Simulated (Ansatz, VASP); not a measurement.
**One calculation of SiC, two programs**

INCAR

```
PREC = Accurate
ENCUT = 520
EDIFF = 1E-7
ISMEAR = -1
SIGMA = 0.1
LREAL = False
LASPH = True
NELM = 100
ALGO = Normal
ISIF = 2
LWAVE = False
LCHARG = False
GGA = PE
NBANDS = 11
```

Contents of KPOINTS:

```
Automatic mesh
0
Gamma
  7 7 7
```

POSCAR

```
SiC
1.0
    0.0000000000      2.1643753983      2.1643753983
    2.1643753983      0.0000000000      2.1643753983
    2.1643753983      2.1643753983      0.0000000000
Si C
1 1
Direct
    0.0000000000      0.0000000000      0.0000000000
    0.2500000000      0.2500000000      0.2500000000
```

Input for Ansatz:

```yaml
crystal:
  lattice:
    - [0.0, 2.1643753982784264, 2.1643753982784264]
    - [2.1643753982784264, 0.0, 2.1643753982784264]
    - [2.1643753982784264, 2.1643753982784264, 0.0]
  atoms:
    - { symbol: Si, position: [0.0, 0.0, 0.0] }
    - { symbol: C, position: [0.25, 0.25, 0.25] }
basis:
  ecutwfc: 500.0
kpoints:
  mp_grid:
    grid: [7, 7, 7]
hamiltonian:
  pseudopotentials:
    kind: paw
scf:
  occupations:
    method: fermi_dirac
output:
  stress: true
```

Alike in both runs: task single point; functional PBE; k mesh 7 × 7 × 7; no spin polarisation.

|  | VASP | Ansatz |
| --- | --- | --- |
| version | VASP 6.6.1 | Ansatz 0.2.0 |
| potentials or method | VASP PAW PBE potentials, release 64 (Si, C), cutoff 520 eV | plane waves, PAW |
| occupations | fermi-dirac, width 0.1 eV | fermi-dirac |
| valence electrons in the cell | 8 | 8 |

|  | VASP | Ansatz | Ansatz less VASP |
| --- | --- | --- | --- |
| pressure (GPa) | 8.0 | 8.0 | +0.07 |
